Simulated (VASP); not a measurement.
Write the native input for VASP 6.6.1 that does the following.

```yaml
Task: relaxation of cell and atoms
Functional: PBE
Potentials_or_basis: VASP PAW PBE potentials, release 64 (H, Pb_d)
Cutoff: 600 eV
k_mesh: 4 × 4 × 4
Occupations: gaussian, width 0.1 eV
Spin: no spin polarisation
Dipole_correction: no
Further_INCAR_settings: ALGO = Normal; EDIFF = 1e-06; IBRION = 2; EDIFFG = -0.04; NSW = 90; ISIF = 3
```

The structure of HPb4 lies in POSCAR:

```
HPb4
1.0
   -3.1537922300      3.1537922300      3.1537922300
    3.1537922300     -3.1537922300      3.1537922300
    3.1537922300      3.1537922300     -3.1537922300
H Pb
1 4
Direct
    0.0000000000      0.0000000000      0.0000000000
    0.5000000000      0.5000000000      0.5000000000
    0.5000000000      0.0000000000      0.0000000000
    0.0000000000      0.0000000000      0.5000000000
    0.0000000000      0.5000000000      0.0000000000
```

These files were run (other wordings do the same):

INCAR

```
ALGO = Normal
EDIFF = 1E-6
EDIFFG = -0.04
ENCUT = 600
GGA = PE
IBRION = 2
ISIF = 3
ISMEAR = 0
LASPH = True
LCHARG = False
LREAL = False
LWAVE = False
NELM = 80
NSW = 90
PREC = Accurate
SIGMA = 0.1
```

KPOINTS

```
k-points
0
Gamma
  4 4 4
```

Potentials or basis: VASP PAW PBE potentials, release 64 (H, Pb_d).

The run is started by

```console
$ cat potpaw_PBE.64/H/POTCAR potpaw_PBE.64/Pb_d/POTCAR > POTCAR
$ mpirun -np 1 vasp_std > vasp.out
```

It gave:

```yaml
Relaxed_volume: 27.80 Å³/atom
Relaxed_cell: a = 5.652 Å, b = 5.652 Å, c = 5.652 Å, α = 109.47°, β = 109.47°, γ = 109.47°
Space_group_after_relaxing_to_0.05_Å: Im-3m (No. 229)
Energy_gained_by_relaxing: 39.6 meV/atom
Ionic_steps: 3
Pressure_after_relaxing: 0.0 GPa
```

Run time: 100 s on 1 thread of Intel(R) Xeon(R) Platinum 8488C (Sapphire Rapids), with other jobs on the host, peak memory 0.33 GiB.
